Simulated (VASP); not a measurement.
## Ag: elastic constants with LDA

The system is Ag.

```
Ag
1.0
     0.00000    1.89629    1.89629
     1.89629    0.00000    1.89629
     1.89629    1.89629    0.00000
Ag
1
Direct
  0.00000 0.00000 0.00000
```

| Item | Value |
| --- | --- |
| Program | VASP 6.6.1 |
| Task | elastic constants |
| Functional | LDA |
| Potentials or basis | VASP PAW LDA potentials, release 64 (Ag) |
| Cutoff | 600 eV |
| k mesh | 20 × 20 × 20 |
| Occupations | fermi-dirac, width 0.15 eV |
| Spin | no spin polarisation |
| Dipole correction | no |
| Ions in elastic constants | relaxed |
| Further INCAR settings | ALGO = Normal; EDIFF = 1e-08; NBANDS = 12; IBRION = 6; POTIM = 0.015; NSW = 1; ISIF = 3 |

| Item | Value |
| --- | --- |
| Elastic constants C11, C12, C44 | 331, 256, 128 GPa |
| Voigt bulk modulus | 281 GPa |

Elastic tensor in Voigt notation (GPa, in the Cartesian axes of the cell as first typed):
```
331 256 256   0   0   0
256 331 256   0   0   0
256 256 331   0   0   0
  0   0   0 128   0   0
  0   0   0   0 128   0
  0   0   0   0   0 128
```

Clamped-ion elastic tensor (GPa):
```
331 256 256   0   0   0
256 331 256   0   0   0
256 256 331   0   0   0
  0   0   0 128   0   0
  0   0   0   0 128   0
  0   0   0   0   0 128
```

Run time: 40 min on 1 thread of Intel(R) Xeon(R) Platinum 8259CL CPU @ 2.50GHz (Skylake/Cascade Lake), on a shared host, peak memory 0.79 GiB.

Caveat: the cell is under stress, which shifts elastic constants.
